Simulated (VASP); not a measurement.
# Ir (Fm-3m) in VASP: further runs

Ir is run at these levels: PBE; tasks: single point.

Program: VASP 6.6.1. These are calculated values, not measurements. Logs are shortened: lines on timing, memory, paths and dates and some standing lists are left out, and cuts for length are marked.

## 1. The cell of the first run

It takes space group Fm-3m (No. 225, cubic). The conventional cell has a = 3.873 Å, b = 3.873 Å, c = 3.873 Å, α = 90.00°, β = 90.00°, γ = 90.00°. Within 3.6 Å of Ir (site symmetry m-3m) lie 12 Ir at 2.74 Å.

## 2. Single point, PBE, non-collinear spin, zero start, spin-orbit coupling

INCAR

```
SYSTEM = Ir
PREC = Accurate
ENCUT = 520
EDIFF = 1E-7
ISMEAR = 0
SIGMA = 0.05
LREAL = .False.
LASPH = .True.
NELM = 150
ALGO = Normal
ISIF = 2
LWAVE = .False.
LCHARG = .False.
MAGMOM = 0 0 0
LORBIT = 11
LSORBIT = .True.
GGA_COMPAT = .False.
LORBMOM = .True.
LMAXMIX = 4
GGA = PE
NBANDS = 20
```

KPOINTS

```
Automatic mesh
0
Gamma
  18 18 18
  0 0 0
```

POSCAR

```
Ir
1.0
    0.0000000000      1.9365977965      1.9365977965
    1.9365977965      0.0000000000      1.9365977965
    1.9365977965      1.9365977965      0.0000000000
Ir
1
Direct
    0.0000000000      0.0000000000      0.0000000000
```

Potentials or basis: VASP PAW PBE potentials, release 64 (Ir).

Command:

```console
cat potpaw_PBE.64/Ir/POTCAR > POTCAR
mpirun -np 1 vasp_ncl > vasp.out
```

OUTCAR:

```text
SYSTEM = Ir
   PREC = Accurate
   ENCUT = 520
   EDIFF = 1E-7
   ISMEAR = 0
   LREAL = .False.
   LASPH = .True.
   NELM = 150
   ISIF = 2
   LORBIT = 11
   LSORBIT = .True.
   GGA = PE

 ion  position               nearest neighbor table
   1  0.000  0.000  0.000-

  LATTYP: Found a face centered cubic cell.
 ALAT       =     3.8731955930

  Lattice vectors:

 A1 = (   0.0000000000,   1.9365977965,   1.9365977965)
 A2 = (   1.9365977965,   0.0000000000,   1.9365977965)
 A3 = (   1.9365977965,   1.9365977965,   0.0000000000)

Analysis of symmetry for initial positions (statically):
=====================================================================
 Subroutine PRICEL returns:
 Original cell was already a primitive cell.

 Routine SETGRP: Setting up the symmetry group for a
 face centered cubic supercell.

 Subroutine GETGRP returns: Found 48 space group operations
 (whereof 48 operations were pure point group operations)
 out of a pool of 48 trial point group operations.

The static configuration has the point symmetry O_h .

Analysis of symmetry for dynamics (positions and initial velocities):
=====================================================================
 Subroutine PRICEL returns:
 Original cell was already a primitive cell.

 Routine SETGRP: Setting up the symmetry group for a
 face centered cubic supercell.

 Subroutine GETGRP returns: Found 48 space group operations
 (whereof 48 operations were pure point group operations)
 out of a pool of 48 trial point group operations.

The dynamic configuration has the point symmetry O_h .

Analysis of structural, dynamic, and magnetic symmetry:
=====================================================================
 Subroutine PRICEL returns:
 Original cell was already a primitive cell.

 Routine SETGRP: Setting up the symmetry group for a
 face centered cubic supercell.

 Subroutine GETGRP returns: Found 48 space group operations
 (whereof 48 operations were pure point group operations)
 out of a pool of 48 trial point group operations.

The overall configuration has the point symmetry O_h .

 Subroutine INISYM returns: Found 48 space group operations
 (whereof 48 operations are pure point group operations),
 and found     1 'primitive' translations

----------------------------------------------------------------------------------------

                                     Primitive cell

  volume of cell :      14.5261
[... 139 lines left out ...]

 val. band max:       10.0344637850   @ k =  -0.2778   0.0556   0.0000
 cond. band min:      10.0541477705   @ k =   0.2778   0.2778   0.0000
 fundamental gap:      0.0196839855
 Fermi energy:        10.0391320228

 k-point     1 :       0.0000    0.0000    0.0000
  band No.  band energies     occupation
      1      -0.8799      1.00000
      2      -0.8799      1.00000
      3       5.8639      1.00000
      4       5.8639      1.00000
      5       5.8639      1.00000
      6       5.8639      1.00000
[... 541 lines left out ...]
     19      33.0112      0.00000
     20      33.0112      0.00000

 [... further k-points ...]
[... 5 lines left out ...]
  --------------------------------------------------------------------------------------
  -------------------------------------------------------------------------------------
  Total        0.0817550      0.0817550      0.0817550     -0.0000000      0.0000000      0.0000000
  in kB        9.0172983      9.0172983      9.0172983     -0.0000000      0.0000000      0.0000000
  external PRESSURE =       9.0172983 kB  Pullay stress =       0.0000000 kB

 VOLUME and BASIS-vectors are now :
 -----------------------------------------------------------------------------
  energy-cutoff  :      520.00
  volume of cell :       14.53
      direct lattice vectors                 reciprocal lattice vectors
     0.000000000  1.936597797  1.936597797    -0.258184741  0.258184741  0.258184741
     1.936597797  0.000000000  1.936597797     0.258184741 -0.258184741  0.258184741
     1.936597797  1.936597797  0.000000000     0.258184741  0.258184741 -0.258184741

 POSITION                                       TOTAL-FORCE (eV/Angst)
 -----------------------------------------------------------------------------------
      0.00000      0.00000      0.00000        -0.000000     -0.000000      0.000000
 -----------------------------------------------------------------------------------
    total drift:                                0.000000      0.000000      0.000000

  FREE ENERGIE OF THE ION-ELECTRON SYSTEM (eV)
  ---------------------------------------------------
  free  energy   TOTEN  =        -9.2381676048 eV

  energy  without entropy=       -9.2366463421  energy(sigma->0) =       -9.23740697

 orbital moment (x)

 # of ion     p       d       tot
 ----------------------------------------
  1        -0.000  -0.000  -0.000
 ----------------------------------------
           -0.000  -0.000  -0.000

 orbital moment (y)

 # of ion     p       d       tot
 ----------------------------------------
  1        -0.000  -0.000  -0.000
 ----------------------------------------
           -0.000  -0.000  -0.000

 orbital moment (z)

 # of ion     p       d       tot
 ----------------------------------------
  1         0.000   0.000   0.000
 ----------------------------------------
            0.000   0.000   0.000

 Spin-Orbit-Coupling matrix elements

 Ion:    1  E_soc:     -0.7783509
 l=   1
     0.0000000    -0.0376498    -0.0376498
    -0.0376498     0.0000000    -0.0376498
    -0.0376498    -0.0376498     0.0000000
 l=   2
     0.0000000    -0.0159027     0.0000000    -0.0159027    -0.0761726
    -0.0159027     0.0000000    -0.0571295    -0.0159027    -0.0190432
     0.0000000    -0.0571295     0.0000000    -0.0571295     0.0000000
    -0.0159027    -0.0159027    -0.0571295     0.0000000    -0.0190432
    -0.0761726    -0.0190432     0.0000000    -0.0190432     0.0000000
 l=   3
     0.0000000     0.0000000     0.0000000     0.0000000     0.0000000     0.0000000     0.0000000
     0.0000000     0.0000000     0.0000000     0.0000000     0.0000000     0.0000000     0.0000000
     0.0000000     0.0000000     0.0000000     0.0000000     0.0000000     0.0000000     0.0000000
     0.0000000     0.0000000     0.0000000     0.0000000     0.0000000     0.0000000     0.0000000
     0.0000000     0.0000000     0.0000000     0.0000000     0.0000000     0.0000000     0.0000000
     0.0000000     0.0000000     0.0000000     0.0000000     0.0000000     0.0000000     0.0000000
     0.0000000     0.0000000     0.0000000     0.0000000     0.0000000     0.0000000     0.0000000

 total charge

# of ion       s       p       d       tot
------------------------------------------
    1        0.659   0.719   6.937   8.314

 magnetization (x)

# of ion       s       p       d       tot
------------------------------------------
    1        0.000   0.000  -0.000   0.000

 magnetization (y)

# of ion       s       p       d       tot
------------------------------------------
    1        0.000   0.000  -0.000   0.000

 magnetization (z)

# of ion       s       p       d       tot
------------------------------------------
    1        0.000   0.000   0.000   0.000
```

OSZICAR:

```text
N       E                     dE             d eps       ncg     rms          rms(c)
DAV:   1     0.734671371034E+02    0.73467E+02   -0.39857E+03  7856   0.892E+02
DAV:   2    -0.765623431190E+01   -0.81123E+02   -0.71504E+02  8060   0.259E+02
DAV:   3    -0.976006582194E+01   -0.21038E+01   -0.20687E+01  9420   0.497E+01
DAV:   4    -0.978689752119E+01   -0.26832E-01   -0.26817E-01  8892   0.471E+00
DAV:   5    -0.978765505492E+01   -0.75753E-03   -0.75751E-03  9188   0.830E-01    0.162E+01
DAV:   6    -0.932795465840E+01    0.45970E+00   -0.42480E-01  9060   0.111E+01    0.770E+00
DAV:   7    -0.924455539250E+01    0.83399E-01   -0.12729E-01 10332   0.554E+00    0.355E+00
DAV:   8    -0.924111146047E+01    0.34439E-02   -0.31760E-03  8424   0.570E-01    0.141E+00
DAV:   9    -0.923838873514E+01    0.27227E-02   -0.41165E-03  8924   0.965E-01    0.449E-01
DAV:  10    -0.923816321712E+01    0.22552E-03   -0.16451E-04  8920   0.196E-01    0.142E-02
DAV:  11    -0.923816565286E+01   -0.24357E-05   -0.11233E-06 10384   0.882E-03    0.861E-03
DAV:  12    -0.923816762475E+01   -0.19719E-05   -0.43154E-07  8668   0.636E-03    0.163E-03
DAV:  13    -0.923816760483E+01    0.19915E-07   -0.18875E-08  5408   0.198E-03
   1 F= -.92381676E+01 E0= -.92374070E+01  d E =-.152126E-02  mag=     0.0000    -0.0000    -0.0000
```

Run time: 2.3 min. Hardware: 1 thread of Intel Xeon 8259CL, shared host; peak memory 0.22 GiB.

What came out:

- Free energy: -9.2382 eV
- Pressure: 0.9 GPa
- Net moment: 0.00 μB per cell
- Valence electrons inside the program's atomic spheres: Ir 8.31

Moments on the atoms (μB; x, y, z):
```
Ir  0.00 0.00 0.00
```

## 3. Single point, PBE, non-collinear spin, zero start, spin-orbit coupling

INCAR is that of step 2.

KPOINTS is that of step 2.

POSCAR

```
Ir
1.0
    0.0000000000      1.9365977974      1.9365977974
    1.9365977974      0.0000000000      1.9365977974
    1.9365977974      1.9365977974      0.0000000000
Ir
1
Direct
    0.0000000000      0.0000000000      0.0000000000
```

Potentials or basis: VASP PAW PBE potentials, release 64 (Ir).

Command:

```console
cat potpaw_PBE.64/Ir/POTCAR > POTCAR
mpirun -np 1 vasp_ncl > vasp.out
```

OUTCAR:

```text
SYSTEM = Ir
   PREC = Accurate
   ENCUT = 520
   EDIFF = 1E-7
   ISMEAR = 0
   LREAL = .False.
   LASPH = .True.
   NELM = 150
   ISIF = 2
   LORBIT = 11
   LSORBIT = .True.
   GGA = PE

 ion  position               nearest neighbor table
   1  0.000  0.000  0.000-

  LATTYP: Found a face centered cubic cell.
 ALAT       =     3.8731955948

  Lattice vectors:

 A1 = (   0.0000000000,   1.9365977974,   1.9365977974)
 A2 = (   1.9365977974,   0.0000000000,   1.9365977974)
 A3 = (   1.9365977974,   1.9365977974,   0.0000000000)

Analysis of symmetry for initial positions (statically):
=====================================================================
 Subroutine PRICEL returns:
 Original cell was already a primitive cell.

[... 800 lines left out ...]
            0.000   0.000   0.000

 Spin-Orbit-Coupling matrix elements

 Ion:    1  E_soc:     -0.7783509
 l=   1
     0.0000000    -0.0376498    -0.0376498
    -0.0376498     0.0000000    -0.0376498
    -0.0376498    -0.0376498     0.0000000
 l=   2
     0.0000000    -0.0159027     0.0000000    -0.0159027    -0.0761726
    -0.0159027     0.0000000    -0.0571295    -0.0159027    -0.0190432
     0.0000000    -0.0571295     0.0000000    -0.0571295     0.0000000
    -0.0159027    -0.0159027    -0.0571295     0.0000000    -0.0190432
    -0.0761726    -0.0190432     0.0000000    -0.0190432     0.0000000
 l=   3
     0.0000000     0.0000000     0.0000000     0.0000000     0.0000000     0.0000000     0.0000000
     0.0000000     0.0000000     0.0000000     0.0000000     0.0000000     0.0000000     0.0000000
     0.0000000     0.0000000     0.0000000     0.0000000     0.0000000     0.0000000     0.0000000
     0.0000000     0.0000000     0.0000000     0.0000000     0.0000000     0.0000000     0.0000000
     0.0000000     0.0000000     0.0000000     0.0000000     0.0000000     0.0000000     0.0000000
     0.0000000     0.0000000     0.0000000     0.0000000     0.0000000     0.0000000     0.0000000
     0.0000000     0.0000000     0.0000000     0.0000000     0.0000000     0.0000000     0.0000000

 total charge

# of ion       s       p       d       tot
------------------------------------------
    1        0.659   0.719   6.937   8.314

 magnetization (x)

# of ion       s       p       d       tot
------------------------------------------
    1        0.000   0.000  -0.000   0.000

 magnetization (y)

# of ion       s       p       d       tot
------------------------------------------
    1        0.000   0.000   0.000   0.000

 magnetization (z)

# of ion       s       p       d       tot
------------------------------------------
    1        0.000   0.000  -0.000   0.000
```

It took 2.5 min on 1 thread of AMD EPYC 7R13, shared host; peak memory 0.19 GiB.

Results:

| Item | Value |
| --- | --- |
| Free energy | -9.2382 eV |
| Pressure | 0.9 GPa |
| Net moment | 0.00 μB per cell |
| Valence electrons inside the program's atomic spheres | Ir 8.31 |

Moments on the atoms (μB; x, y, z):
```
Ir  0.00 0.00 0.00
```
